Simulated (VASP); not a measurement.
# TiAl30 (a cell with a defect) in VASP: single point with PBE+D3(BJ)

Aim: the single point of TiAl30 (a cell with a defect) with PBE+D3(BJ).

Program: VASP 6.6.1. These are calculated values, not measurements. Logs are shortened: lines on timing, memory, paths and dates and some standing lists are left out, and cuts for length are marked.

## (1) The cell of the first run

The cell holds a defect, 31 atoms: a = 8.100 Å, b = 8.100 Å, c = 8.100 Å, α = 90.00°, β = 90.00°, γ = 90.00°.

## (2) Single point, PBE+D3(BJ)

INCAR reads:

```
SYSTEM = TiAl30
  PREC = Accurate
  ENCUT = 520
  EDIFF = 1E-7
  ISMEAR = -1
  SIGMA = 0.15
  LREAL = Auto
  LASPH = .True.
  NELM = 100
  ALGO = Normal
  ISIF = 2
  LWAVE = .False.
  LCHARG = .True.
  GGA = PE
  IVDW = 12
  LELF = .True.
  LVHAR = .True.
  NBANDS = 72
```

KPOINTS reads:

```
regular mesh
0
Gamma
  3 3 3
  0 0 0
```

POSCAR reads:

```
TiAl30
1.0
    8.1000000000      0.0000000000      0.0000000000
    0.0000000000      8.1000000000      0.0000000000
    0.0000000000      0.0000000000      8.1000000000
Al Ti
30 1
Direct
    0.5007628395     -0.0091582716      0.0049734568
    0.7501482716      0.2505640741      0.0005882716
    0.7448309877     -0.0096653086      0.2493891358
   -0.0014685185      0.0021525926     -0.0011633333
    0.2508980247      0.2506200000     -0.0083992593
    0.5007933333      0.5102906173      0.0049970370
    0.7518679012      0.7505707407     -0.0019949383
    0.2449134568      0.0238717284      0.2452212346
    0.5079408642      0.2505734568      0.2423975309
    0.7448641975      0.5108075309      0.2494088889
    0.5054244444      0.0244271605      0.5057308642
    0.7592209877      0.2505404938      0.4991509877
    0.7516850617      0.0027119753      0.7519912346
   -0.0014211111      0.4990214815     -0.0011112346
    0.2547593827      0.7505801235      0.0135716049
   -0.0087065432      0.2506191358      0.2512071605
    0.2450127160      0.4773913580      0.2453202469
    0.0046660494     -0.0091561728      0.5010722222
    0.2420912346      0.2505725926      0.5082520988
    0.5054679012      0.4766361728      0.5057772840
    0.7372133333      0.7505614815      0.4960267901
    0.2490822222     -0.0096630864      0.7451359259
    0.4988414815      0.2505387654      0.7595300000
    0.7517014815      0.4984139506      0.7520091358
    0.0132614815      0.7505833333      0.2550675309
    0.0046908642      0.5102939506      0.5011028395
    0.0002795062      0.2505683951      0.7504556790
    0.2491007407      0.5108087654      0.7451748148
    0.4957187654      0.7505635802      0.7375201235
   -0.0023053086      0.7505708642      0.7521785185
    0.3758004938      0.7507051852      0.3761067901
```

Potentials or basis: VASP PAW PBE potentials, release 64 (Al, Ti_sv).

On the command line:

```bash
> cat potpaw_PBE.64/Al/POTCAR potpaw_PBE.64/Ti_sv/POTCAR > POTCAR
> mpirun -np 1 vasp_std > vasp.out
```

OUTCAR:

```text
SYSTEM = TiAl30
   PREC = Accurate
   ENCUT = 520
   EDIFF = 1E-7
   ISMEAR = -1
   LREAL = Auto
   LASPH = .True.
   NELM = 100
   ISIF = 2
   GGA = PE
   IVDW = 12
 IVDW          = 12

 ion  position               nearest neighbor table
   1  0.501  0.991  0.005-  15 2.79   3 2.80   7 2.82   9 2.85   8 2.86  13 2.89  23 2.89  29 2.91
                             2 2.92   5 2.92  22 2.93
   2  0.750  0.251  0.001-   9 2.77  16 2.82  23 2.82  24 2.84  13 2.84   4 2.85  14 2.85  27 2.87
                             3 2.92   6 2.92  10 2.92   1 2.92
   3  0.745  0.990  0.249-  21 2.79   1 2.80   7 2.81   9 2.85  11 2.85   4 2.89  16 2.90  25 2.92
                             2 2.92  12 2.92  18 2.93
   4  0.999  0.002  0.999-  13 2.83   8 2.83   2 2.85  27 2.85  30 2.85   7 2.85   5 2.87  16 2.87
                            22 2.89   3 2.89  25 2.91  15 2.91
   5  0.251  0.251  0.992-  23 2.75   8 2.76  17 2.76  27 2.82  14 2.87   4 2.87  28 2.90  22 2.90
                             9 2.91   6 2.92   1 2.92  16 2.97
   6  0.501  0.510  0.005-  15 2.79  10 2.80   7 2.82   9 2.85  17 2.86  24 2.89  23 2.89  29 2.91
                             2 2.92   5 2.92  28 2.93
   7  0.752  0.751  0.998-   3 2.81  10 2.81   6 2.82   1 2.82  30 2.82  24 2.85  13 2.85   4 2.85
                            14 2.85  29 2.96  25 2.97
   8  0.245  0.024  0.245-  31 2.67  16 2.76   5 2.76   9 2.81  19 2.81   4 2.83   1 2.86  18 2.86
                            25 2.90  15 2.90  11 2.98
   9  0.508  0.251  0.242-   2 2.77  20 2.81  11 2.81   8 2.81  17 2.81   6 2.85   1 2.85   3 2.85
[... 30 lines left out ...]
                            26 2.89   6 2.89  21 2.91  29 2.91
  25  0.013  0.751  0.255-  15 2.77  18 2.79  26 2.79  17 2.90   8 2.90  14 2.91   4 2.91  10 2.92
                             3 2.92  21 2.97   7 2.97  31 3.10
  26  0.005  0.510  0.501-  25 2.79  28 2.80  30 2.82  19 2.85  17 2.86  24 2.89  12 2.89  21 2.91
                            27 2.92  16 2.92  10 2.93
  27  0.000  0.251  0.750-  19 2.77   5 2.82  12 2.82  24 2.84  13 2.84   4 2.85  14 2.85   2 2.87
                            22 2.92  26 2.92  28 2.92  18 2.92
  28  0.249  0.511  0.745-  29 2.79  26 2.80  30 2.81  19 2.85  20 2.85  14 2.89   5 2.90  15 2.92
                            27 2.92  23 2.92   6 2.93
  29  0.496  0.751  0.738-  21 2.77  28 2.79  22 2.79  11 2.91  20 2.91   1 2.91   6 2.91  13 2.91
                            24 2.91   7 2.96  15 2.97  31 3.08
  30  0.998  0.751  0.752-  22 2.81  28 2.81  26 2.82  18 2.82   7 2.82  24 2.85  13 2.85   4 2.85
                            14 2.85  21 2.96  15 2.97
  31  0.376  0.751  0.376-  11 2.67  20 2.67   8 2.67  17 2.67  29 3.08  21 3.08  15 3.10  25 3.10

  LATTYP: Found a simple cubic cell.
 ALAT       =     8.1000000000

  Lattice vectors:

 A1 = (   8.1000000000,   0.0000000000,   0.0000000000)
 A2 = (   0.0000000000,   8.1000000000,   0.0000000000)
 A3 = (   0.0000000000,   0.0000000000,   8.1000000000)

Analysis of symmetry for initial positions (statically):
=====================================================================
 Subroutine PRICEL returns:
 Original cell was already a primitive cell.

 Routine SETGRP: Setting up the symmetry group for a
 simple cubic supercell.

 Subroutine GETGRP returns: Found  2 space group operations
 (whereof  1 operations were pure point group operations)
 out of a pool of 48 trial point group operations.

The static configuration has the point symmetry C_1 .
 The point group associated with its full space group is C_1h.

Analysis of symmetry for dynamics (positions and initial velocities):
=====================================================================
 Subroutine PRICEL returns:
 Original cell was already a primitive cell.

 Routine SETGRP: Setting up the symmetry group for a
 simple cubic supercell.

 Subroutine GETGRP returns: Found  2 space group operations
 (whereof  1 operations were pure point group operations)
 out of a pool of 48 trial point group operations.

The dynamic configuration has the point symmetry C_1 .
 The point group associated with its full space group is C_1h.

 Subroutine INISYM returns: Found  2 space group operations
 (whereof  1 operations are pure point group operations),
 and found     1 'primitive' translations

----------------------------------------------------------------------------------------

                                     Primitive cell

  volume of cell :     531.4410

  direct lattice vectors                    reciprocal lattice vectors
     8.100000000  0.000000000  0.000000000     0.123456790  0.000000000  0.000000000
[... 82 lines left out ...]

  Cartesian coordinates                     Fractional coordinates (reciprocal lattice)
     0.041152263  0.000000000  0.000000000     0.333333333  0.000000000  0.000000000
     0.000000000  0.041152263  0.000000000     0.000000000  0.333333333  0.000000000
     0.000000000  0.000000000  0.041152263     0.000000000  0.000000000  0.333333333

  Length of vectors
     0.041152263  0.041152263  0.041152263

  Shift w.r.t. Gamma in fractional coordinates (k-lattice)
     0.000000000  0.000000000  0.000000000

 Subroutine IBZKPT returns following result:
 ===========================================

 Found     10 irreducible k-points:

 Following reciprocal coordinates:
            Coordinates               Weight
  0.000000  0.000000  0.000000      1.000000
  0.333333  0.000000  0.000000      4.000000
  0.000000  0.333333  0.000000      2.000000
  0.333333  0.333333  0.000000      4.000000
  0.333333  0.000000  0.333333      2.000000
 -0.333333  0.333333  0.000000      4.000000
 -0.333333  0.000000  0.333333      2.000000
  0.333333  0.333333  0.333333      2.000000
 -0.333333  0.333333  0.333333      4.000000
  0.333333 -0.333333  0.333333      2.000000
   k-points           NKPTS =     10   k-points in BZ     NKDIM =     10   number of bands    NBANDS=     72
   number of dos      NEDOS =    301   number of ions     NIONS =     31
   total plane-waves  NPLWV = 216000
   dimension x,y,z NGX =    60 NGY =   60 NGZ =   60
   dimension x,y,z NGXF=   120 NGYF=  120 NGZF=  120
   ions per type =              30   1
   NGX,Y,Z   is equivalent  to a cutoff of  12.31, 12.31, 12.31 a.u.
   NGXF,Y,Z  is equivalent  to a cutoff of  24.63, 24.63, 24.63 a.u.
 SYSTEM =  TiAl30
   PREC   = accura    normal or accurate (medium, high low for compatibility)
   ISTART =      0    job   : 0-new  1-cont  2-samecut
   ICHARG =      2    charge: 1-file 2-atom 10-const
   ISPIN  =      1    spin polarized calculation?
   LNONCOLLINEAR =      F non collinear calculations
   LSORBIT =      F    spin-orbit coupling
   LASPH  =      T    aspherical Exc in radial PAW
   ENCUT  =  520.0 eV  38.22 Ry    6.18 a.u.  15.06 15.06 15.06*2*pi/ulx,y,z
   NELM   =    100;   NELMIN=  2; NELMDL= -5     # of ELM steps
   EDIFF  = 0.1E-06   stopping-criterion for ELM
   LREAL  =      T    real-space projection
   EDIFFG = 0.1E-05   stopping-criterion for IOM
   NSW    =      0    number of steps for IOM
   IBRION =     -1    ionic relax: 0-MD 1-quasi-New 2-CG
   NFREE  =      0    steps in history (QN), initial steepest desc. (CG)
   ISIF   =      2    stress and relaxation
   ISYM   =      2    0-nonsym 1-usesym 2-fastsym
   POTIM  = 0.5000    time-step for ionic-motion
   TEBEG  =    0.0;   TEEND  =   0.0 temperature during run
   PSTRESS=    0.0 pullay stress
   NELECT =     102.0000    total number of electrons
   NUPDOWN=      -1.0000    fix difference up-down
   EMIN   =  10.00;   EMAX   =-10.00  energy-range for DOS
   EFERMI =   0.00;   METHOD = LEGACY
   ISMEAR =    -1;   SIGMA  =   0.15  broadening in eV -4-tet -1-fermi 0-gaus
   EFERMI_NEDOS =   21; number of points for ismear=-14 and -15
   IALGO  =     38    algorithm
   IMIX   =      4    mixing-type and parameters
     AMIX     =   0.40;   BMIX     =  1.00
     AMIX_MAG =   1.60;   BMIX_MAG =  1.00
  volume/ion in A,a.u.               =      17.14       115.69
  Fermi-wavevector in a.u.,A,eV,Ry     =   0.944329  1.784523 12.133087  0.891757
  Thomas-Fermi vector in A             =   2.072123
   LORBIT       =      0    0 simple, 1 ext, 2 COOP (PROOUT), +10 PAW based schemes
   GGA     = PE    functional components
   LHFCALC =     F    Hartree Fock is set to
   AEXX    =    0.0000 exact exchange contribution
   IVDW    =    12    specifies the selected vdW correction
   LEPSILON=     F    determine dielectric tensor
   LRPA    =     F    only Hartree local field effects (RPA)
 non-spin polarized calculation
  energy-cutoff  :      520.00
  volume of cell :      531.44
 maximum number of plane-waves:     14358
   NGX = 31   NGY = 31   NGZ = 31

 number of electron     102.0000002 magnetization

 Free energy of the ion-electron system (eV)
  ---------------------------------------------------
  ext. energy  EPLUGINS =         0.00000000
  ---------------------------------------------------
  free energy    TOTEN  =      -119.91060693 eV

  energy without entropy =     -118.95695705  energy(sigma->0) =     -119.43378199

 E-fermi :   7.5350     XC(G=0): -10.0848

 val. band max:        7.5020211800   @ k =  -0.3333   0.3333   0.3333
 cond. band min:       7.5453256751   @ k =   0.3333  -0.3333   0.3333
 fundamental gap:      0.0433044951
 Fermi energy:         7.5350086812

 k-point     1 :       0.0000    0.0000    0.0000
  band No.  band energies     occupation
      1     -49.6593      2.00000
      2     -26.0853      2.00000
      3     -25.8812      2.00000
      4     -25.8242      2.00000
      5      -3.2698      2.00000
      6      -1.1949      2.00000
[... 649 lines left out ...]
     62       9.1954      0.00003
     63       9.3244      0.00001
 [bands above 63 left out]

------------------------ aborting loop because EDIFF is reached ----------------------------------------

 Edisp (eV)  -10.27138

 E8    (eV) :    -4.6062

  FORCE on cell =-STRESS in cart. coord.  units (eV):
  Direction    XX          YY          ZZ          XY          YZ          ZX
  --------------------------------------------------------------------------------------
  -------------------------------------------------------------------------------------
  Total     -16.31882    -9.56578   -16.31882     0.00949     0.00949    -1.15170
  in kB     -49.19764   -28.83872   -49.19764     0.02860     0.02860    -3.47212
  external pressure =      -42.41 kB  Pullay stress =        0.00 kB

 VOLUME and BASIS-vectors are now :
 -----------------------------------------------------------------------------
  energy-cutoff  :      520.00
  volume of cell :      531.44
      direct lattice vectors                 reciprocal lattice vectors
     8.100000000  0.000000000  0.000000000     0.123456790  0.000000000  0.000000000
     0.000000000  8.100000000  0.000000000     0.000000000  0.123456790  0.000000000
     0.000000000  0.000000000  8.100000000     0.000000000  0.000000000  0.123456790

 POSITION                                       TOTAL-FORCE (eV/Angst)
 -----------------------------------------------------------------------------------
      4.05618      8.02582      0.04029        -0.000745     -0.002338      0.003287
      6.07620      2.02957      0.00476         0.002963      0.005286      0.001227
      6.03313      8.02171      2.02005         0.001395     -0.000569      0.001890
      8.08811      0.01744      8.09058        -0.004357      0.007968     -0.004357
      2.03227      2.03002      8.03197         0.000107     -0.001352     -0.000384
      4.05643      4.13335      0.04048        -0.000365      0.003388      0.002735
[... 23 lines left out ...]
      8.08133      6.07962      6.09265         0.003356      0.000777      0.003514
      3.04398      6.08071      3.04646        -0.007944     -0.018262     -0.007944
 -----------------------------------------------------------------------------------
    total drift:                               -0.010151     -0.000101      0.000036

  FREE ENERGIE OF THE ION-ELECTRON SYSTEM (eV)
  ---------------------------------------------------
  free  energy   TOTEN  =      -130.1819870723 eV

  energy  without entropy=     -129.2283371876  energy(sigma->0) =     -129.70516213
```

Run time: 17 min. Hardware: 1 thread of Intel Xeon 8259CL, shared host; peak memory 0.62 GiB.

Results:

| Item | Value |
| --- | --- |
| Free energy | -130.1820 eV |
| Pressure | -4.2 GPa |
| Largest force | 0.021 eV/Å |
| Band gap on the k mesh | zero (bands 51 and 52 overlap by 0.21 eV) |
| Dispersion energy per atom | -0.331 eV |

Forces in eV/Å, atoms in the order of the input:
```
Al  -0.001 -0.002  0.003
Al   0.003  0.005  0.001
Al   0.001 -0.001  0.002
Al  -0.004  0.008 -0.004
Al   0.000 -0.001  0.000
Al   0.000  0.003  0.003
Al   0.004  0.001  0.003
Al   0.003  0.000  0.003
Al  -0.002 -0.003  0.000
Al   0.002  0.001  0.002
Al   0.000 -0.002  0.000
Al  -0.002  0.000  0.002
Al   0.002  0.005  0.002
Al  -0.006 -0.007 -0.006
Al  -0.001  0.001 -0.002
Al   0.000 -0.001  0.000
Al   0.002  0.000  0.002
Al   0.003 -0.002 -0.001
Al   0.000 -0.003 -0.002
Al  -0.004  0.013 -0.004
Al  -0.003  0.000 -0.003
Al   0.002 -0.001  0.001
Al   0.002  0.000 -0.002
Al   0.004 -0.006  0.004
Al  -0.002  0.001 -0.001
Al   0.003  0.003  0.000
Al   0.001  0.005  0.003
Al   0.002  0.001  0.002
Al  -0.003  0.000 -0.003
Al   0.003  0.001  0.004
Ti  -0.008 -0.018 -0.008
```
